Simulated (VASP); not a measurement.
# AlN in VASP: notebook

Runs on AlN. Level: PBE. Tasks: relaxation of the atoms.

All numbers are computed with VASP 6.6.1; they aren't measurements. Logs are shortened: lines on timing, memory, paths and dates and some standing lists are left out, and cuts for length are marked.

**1. The cell of the first run**

Symmetry: Cc, No. 9, monoclinic system. The conventional cell has a = 3.130 Å, b = 5.422 Å, c = 5.020 Å, α = 90.00°, β = 91.72°, γ = 90.00°. Within 2.5 Å of Al (site symmetry 1) lie 4 N at 1.89 to 1.92 Å. Within 2.5 Å of N (site symmetry 1) lie 4 Al at 1.89 to 1.92 Å.

**2. Relaxation of the atoms, PBE (shear of c along a, cell held: +3.0 %)**

File INCAR:

```
SYSTEM = AlN
PREC     = Accurate       ! precision mode
ENCUT    = 520            ! plane-wave cutoff, eV
EDIFF    = 1E-6           ! SCF threshold, eV
ISMEAR   = 0              ! smearing method
SIGMA    = 0.02           ! smearing width, eV
LREAL    = .False.        ! projectors in reciprocal space
LASPH    = .True.         ! aspherical terms in the spheres
NELM     = 80             ! most SCF steps
ALGO     = Normal         ! electronic algorithm
ISIF     = 2              ! what is computed and relaxed
LWAVE    = .False.        ! write WAVECAR
LCHARG   = .False.        ! write CHGCAR
GGA      = PE             ! functional
IBRION   = 2              ! ionic algorithm
NSW      = 60             ! ionic steps
EDIFFG   = -0.008         ! ionic threshold
```

File KPOINTS:

```
Automatic mesh
0
Gamma
  12 12 6
  0 0 0
```

File POSCAR:

```
AlN
1.0
    3.1302084198      0.0000000000      0.0000000000
   -1.5651042099      2.7108400106      0.0000000000
    0.1505412997      0.0000000000      5.0180433220
Al N
2 2
Direct
    0.6658597176      0.3333480378      0.4992512095
    0.3325116798      0.6666519622      0.9992512095
    0.6674512436      0.3332738846      0.8807487905
    0.3341773590      0.6667261154      0.3807487905
```

Potentials or basis: VASP PAW PBE potentials, release 64 (Al, N).

On the command line:

```bash
$ cat potpaw_PBE.64/Al/POTCAR potpaw_PBE.64/N/POTCAR > POTCAR
$ mpirun -np 1 vasp_std > vasp.out
```

OUTCAR:

```text
SYSTEM = AlN
   PREC = Accurate
   ENCUT = 520
   EDIFF = 1E-6
   ISMEAR = 0
   LREAL = .False.
   LASPH = .True.
   NELM = 80
   ISIF = 2
   GGA = PE
   IBRION = 2
   NSW = 60
   EDIFFG = -0.008

 ion  position               nearest neighbor table
   1  0.666  0.333  0.499-   4 1.89   4 1.90   4 1.91   3 1.92   2 3.05   2 3.05   2 3.09   2 3.09
                             2 3.13   2 3.13
   2  0.333  0.667  0.999-   3 1.89   3 1.90   3 1.91   4 1.92   1 3.05   1 3.05   1 3.09   1 3.09
                             1 3.13   1 3.13
   3  0.667  0.333  0.881-   2 1.89   2 1.90   2 1.91   1 1.92
   4  0.334  0.667  0.381-   1 1.89   1 1.90   1 1.91   2 1.92

  LATTYP: Found a base centered monoclinic cell.
 ALAT       =     3.1302084198
 B/A-ratio  =     1.7320508075
 C/A-ratio  =     1.6038232157
 COS(beta)  =    -0.0299865091

  Lattice vectors:

 A1 = (  -1.5651042099,   2.7108400106,   0.0000000000)
 A2 = (  -1.5651042099,  -2.7108400106,   0.0000000000)
 A3 = (   0.1505412997,   0.0000000000,   5.0180433220)

Analysis of symmetry for initial positions (statically):
=====================================================================
 Subroutine PRICEL returns:
 Original cell was already a primitive cell.

 Routine SETGRP: Setting up the symmetry group for a
 base centered monoclinic supercell.

 Subroutine GETGRP returns: Found  2 space group operations
 (whereof  1 operations were pure point group operations)
 out of a pool of  4 trial point group operations.

The static configuration has the point symmetry C_1 .
 The point group associated with its full space group is C_1h.

Analysis of symmetry for dynamics (positions and initial velocities):
=====================================================================
 Subroutine PRICEL returns:
 Original cell was already a primitive cell.

 Routine SETGRP: Setting up the symmetry group for a
 base centered monoclinic supercell.

 Subroutine GETGRP returns: Found  2 space group operations
 (whereof  1 operations were pure point group operations)
 out of a pool of  4 trial point group operations.

The dynamic configuration has the point symmetry C_1 .
 The point group associated with its full space group is C_1h.

 Subroutine INISYM returns: Found  2 space group operations
 (whereof  1 operations are pure point group operations),
 and found     1 'primitive' translations

----------------------------------------------------------------------------------------

                                     Primitive cell

  volume of cell :      42.5806

  direct lattice vectors                    reciprocal lattice vectors
     3.130208420  0.000000000  0.000000000     0.319467545  0.184444673 -0.009584026
    -1.565104210  2.710840011  0.000000000     0.000000000  0.368889347  0.000000000
     0.150541300  0.000000000  5.018043322     0.000000000  0.000000000  0.199280862

  length of vectors
     3.130208420  3.130208420  5.020300934     0.369013826  0.368889347  0.199280862

  position of ions in fractional coordinates (direct lattice)
     0.665859718  0.333348038  0.499251210
     0.332511680  0.666651962  0.999251210
     0.667451244  0.333273885  0.880748791
     0.334177359  0.666726115  0.380748791

  ion indices of the primitive-cell ions
   primitive index   ion index
                 1           1
                 2           2
                 3           3
                 4           4

----------------------------------------------------------------------------------------

 KPOINTS: Automatic mesh

Automatic generation of k-mesh.
 Grid dimensions read from file:
 generate k-points for:   12   12    6

 Generating k-lattice:

  Cartesian coordinates                     Fractional coordinates (reciprocal lattice)
     0.026622295  0.015370389 -0.000798669     0.083333333 -0.000000000  0.000000000
     0.000000000  0.030740779  0.000000000     0.000000000  0.083333333  0.000000000
     0.000000000  0.000000000  0.033213477     0.000000000  0.000000000  0.166666667

  Length of vectors
     0.030751152  0.030740779  0.033213477

  Shift w.r.t. Gamma in fractional coordinates (k-lattice)
     0.000000000  0.000000000  0.000000000

 Subroutine IBZKPT returns following result:
 ===========================================

 Found    242 irreducible k-points:

 Following reciprocal coordinates:
            Coordinates               Weight
  0.000000  0.000000  0.000000      1.000000
  0.083333 -0.000000  0.000000      4.000000
  0.166667 -0.000000  0.000000      4.000000
  0.250000  0.000000  0.000000      4.000000
  0.333333 -0.000000  0.000000      4.000000
  0.416667  0.000000  0.000000      4.000000
[... 16 lines left out ...]
  0.333333  0.166667  0.000000      4.000000
  0.416667  0.166667  0.000000      4.000000
 [... further k-points ...]
   k-points           NKPTS =    242   k-points in BZ     NKDIM =    242   number of bands    NBANDS=     12
   number of dos      NEDOS =    301   number of ions     NIONS =      4
   total plane-waves  NPLWV =  23040
   dimension x,y,z NGX =    24 NGY =   24 NGZ =   40
   dimension x,y,z NGXF=    48 NGYF=   48 NGZF=   80
   ions per type =               2   2
   NGX,Y,Z   is equivalent  to a cutoff of  12.75, 12.75, 13.25 a.u.
   NGXF,Y,Z  is equivalent  to a cutoff of  25.49, 25.49, 26.49 a.u.
 SYSTEM =  AlN
   PREC   = accura    normal or accurate (medium, high low for compatibility)
   ISTART =      0    job   : 0-new  1-cont  2-samecut
   ICHARG =      2    charge: 1-file 2-atom 10-const
   ISPIN  =      1    spin polarized calculation?
   LNONCOLLINEAR =      F non collinear calculations
   LSORBIT =      F    spin-orbit coupling
   LASPH  =      T    aspherical Exc in radial PAW
   ENCUT  =  520.0 eV  38.22 Ry    6.18 a.u.   5.82  5.82  9.33*2*pi/ulx,y,z
   NELM   =     80;   NELMIN=  2; NELMDL= -5     # of ELM steps
   EDIFF  = 0.1E-05   stopping-criterion for ELM
   LREAL  =      F    real-space projection
   EDIFFG = -.8E-02   stopping-criterion for IOM
   NSW    =     60    number of steps for IOM
   IBRION =      2    ionic relax: 0-MD 1-quasi-New 2-CG
   NFREE  =      1    steps in history (QN), initial steepest desc. (CG)
   ISIF   =      2    stress and relaxation
   ISYM   =      2    0-nonsym 1-usesym 2-fastsym
   POTIM  = 0.5000    time-step for ionic-motion
   TEBEG  =    0.0;   TEEND  =   0.0 temperature during run
   PSTRESS=    0.0 pullay stress
   NELECT =      16.0000    total number of electrons
   NUPDOWN=      -1.0000    fix difference up-down
   EMIN   =  10.00;   EMAX   =-10.00  energy-range for DOS
   EFERMI =   0.00;   METHOD = LEGACY
   ISMEAR =     0;   SIGMA  =   0.02  broadening in eV -4-tet -1-fermi 0-gaus
   EFERMI_NEDOS =   21; number of points for ismear=-14 and -15
   IALGO  =     38    algorithm
   IMIX   =      4    mixing-type and parameters
     AMIX     =   0.40;   BMIX     =  1.00
     AMIX_MAG =   1.60;   BMIX_MAG =  1.00
  volume/ion in A,a.u.               =      10.65        71.84
  Fermi-wavevector in a.u.,A,eV,Ry     =   1.181347  2.232423 18.988043  1.395582
  Thomas-Fermi vector in A             =   2.317623
   LORBIT       =      0    0 simple, 1 ext, 2 COOP (PROOUT), +10 PAW based schemes
   GGA     = PE    functional components
   LHFCALC =     F    Hartree Fock is set to
   AEXX    =    0.0000 exact exchange contribution
   IVDW    =     0    specifies the selected vdW correction
   LEPSILON=     F    determine dielectric tensor
   LRPA    =     F    only Hartree local field effects (RPA)
 conjugate gradient relaxation of ions
 non-spin polarized calculation
 Gauss-broadening in eV      SIGMA  =   0.02
  energy-cutoff  :      520.00
  volume of cell :       42.58
 maximum number of plane-waves:      1163
   NGX = 11   NGY = 11   NGZ = 19

--------------------------------------- Ionic step        1  -------------------------------------------

 number of electron      15.9999997 magnetization

 Free energy of the ion-electron system (eV)
  ---------------------------------------------------
  ext. energy  EPLUGINS =         0.00000000
  ---------------------------------------------------
  free energy    TOTEN  =       -29.76673882 eV

  energy without entropy =      -29.76673882  energy(sigma->0) =      -29.76673882

------------------------ aborting loop because EDIFF is reached ----------------------------------------

  FORCE on cell =-STRESS in cart. coord.  units (eV):
  Direction    XX          YY          ZZ          XY          YZ          ZX
  --------------------------------------------------------------------------------------
  -------------------------------------------------------------------------------------
  Total       -0.1047136     -0.0674723     -0.0322561      0.0000000      0.0000000     -0.9420226
  in kB       -3.9400525     -2.5387761     -1.2136996      0.0000000      0.0000000    -35.4454385
  external PRESSURE =      -2.5641761 kB  Pullay stress =       0.0000000 kB
[... 61 lines left out ...]
  energy  without entropy=      -29.7670667727  energy(sigma->0) =      -29.76706677

--------------------------------------- Ionic step        3  -------------------------------------------

 number of electron      15.9999997 magnetization

 Free energy of the ion-electron system (eV)
  ---------------------------------------------------
  ext. energy  EPLUGINS =         0.00000000
  ---------------------------------------------------
  free energy    TOTEN  =       -29.76712210 eV

  energy without entropy =      -29.76712210  energy(sigma->0) =      -29.76712210

 E-fermi :   6.1562     XC(G=0): -10.8278

 val. band max:        6.0012838677   @ k =   0.0000   0.0000   0.0000
 cond. band min:       9.9980010458   @ k =   0.0000   0.0000   0.0000
 fundamental gap:      3.9967171781
 Fermi energy:         6.1562424724

 k-point     1 :       0.0000    0.0000    0.0000
  band No.  band energies     occupation
      1      -9.1019      2.00000
      2      -7.0181      2.00000
      3       0.0596      2.00000
      4       5.1209      2.00000
      5       5.1256      2.00000
      6       5.7306      2.00000
      7       5.7633      2.00000
      8       6.0013      2.00000
      9       9.9980      0.00000
     10      12.4735      0.00000
     11      16.3931      0.00000
     12      16.9897      0.00000
[... 331 lines left out ...]
 k-point    24 :       0.4167    0.1667    0.0000
  band No.  band energies     occupation
      1      -7.0291      2.00000
      2      -6.5083      2.00000
      3       0.8466      2.00000
      4       2.0234      2.00000
      5       2.9423      2.00000
      6       3.0035      2.00000
      7       4.1230      2.00000
      8       4.4695      2.00000
      9      11.4576      0.00000
     10      13.0354      0.00000
     11      14.6431      0.00000
     12      15.8621      0.00000

 [... further k-points ...]

------------------------ aborting loop because EDIFF is reached ----------------------------------------

  FORCE on cell =-STRESS in cart. coord.  units (eV):
  Direction    XX          YY          ZZ          XY          YZ          ZX
  --------------------------------------------------------------------------------------
  -------------------------------------------------------------------------------------
  Total       -0.1370925     -0.0688100     -0.0273465      0.0000000      0.0000000     -0.8909008
  in kB       -5.1583724     -2.5891106     -1.0289668      0.0000000      0.0000000    -33.5218819
  external PRESSURE =      -2.9254833 kB  Pullay stress =       0.0000000 kB
[... 19 lines left out ...]
  FREE ENERGIE OF THE ION-ELECTRON SYSTEM (eV)
  ---------------------------------------------------
  free  energy   TOTEN  =       -29.7671220956 eV

  energy  without entropy=      -29.7671220956  energy(sigma->0) =      -29.76712210

 reached required accuracy - stopping structural energy minimisation
```

It took 76 s on 1 thread of Intel Xeon Platinum 8488C (Sapphire Rapids), shared host; peak memory 0.24 GiB.

Results:

| Quantity | Value |
| --- | --- |
| Free energy | -29.7671 eV |
| Energy gained by relaxing | 0.1 meV/atom |
| Ionic steps | 3 |
| Pressure after relaxing | -0.3 GPa |
| Band gap on the k mesh | 4.00 eV |

Forces in eV/Å, atoms in the order of the input:
```
Al  -0.001  0.003  0.001
Al  -0.001 -0.003  0.001
N    0.001  0.000 -0.001
N    0.001  0.000 -0.001
```

Stress tensor (GPa, compression positive):
```
-0.52  0.00 -3.35
 0.00 -0.26  0.00
-3.35  0.00 -0.10
```

Step by step:
```
step  energy change (eV)  largest force (eV/Å)  pressure (GPa)
   1              0.0000                0.0743           -0.26
   2             -0.0003                0.0284           -0.30
   3             -0.0004                0.0030           -0.29
```

Final structure:
```
Al N
1.0
     3.13021    0.00000    0.00000
    -1.56510    2.71084    0.00000
     0.15054    0.00000    5.01804
Al N
2 2
Cartesian
  1.6352 0.9034 2.5056
  0.1453 1.8075 5.0146
  1.7028 0.9031 4.4193
  0.0624 1.8078 1.9103
```

Levels at points of the mesh, in eV from the valence-band top:
| k point | band 4 | band 5 | band 6 | band 7 | band 8 | band 9 | band 10 | band 11 | band 12 |
| --- | --- | --- | --- | --- | --- | --- | --- | --- | --- |
| (0.00, 0.00, 0.00) | -0.88 | -0.88 | -0.27 | -0.24 | 0.00 | 4.00 | 6.47 | 10.39 | 10.99 |
| (0.50, 0.00, 0.00) | -4.18 | -3.30 | -2.09 | -1.78 | -0.72 | 5.69 | 5.74 | 7.96 | 10.11 |
| (0.00, 0.50, 0.00) | -4.16 | -3.33 | -2.08 | -1.79 | -0.71 | 5.72 | 5.73 | 7.93 | 10.10 |
| (0.00, 0.00, 0.50) | -3.34 | -0.61 | -0.61 | -0.52 | -0.52 | 6.26 | 6.26 | 10.13 | 10.13 |
| (0.50, 0.00, 0.50) | -5.47 | -1.53 | -1.48 | -1.46 | -1.24 | 5.12 | 5.28 | 8.90 | 9.33 |
| (0.00, 0.50, 0.50) | -5.56 | -1.51 | -1.51 | -1.35 | -1.35 | 5.20 | 5.20 | 9.11 | 9.11 |

Caveat: the cell differs from its parent crystal (shear of c along a, cell held: +3.0 %). A k mesh can miss the band edges.

[end of part 1 of 2]
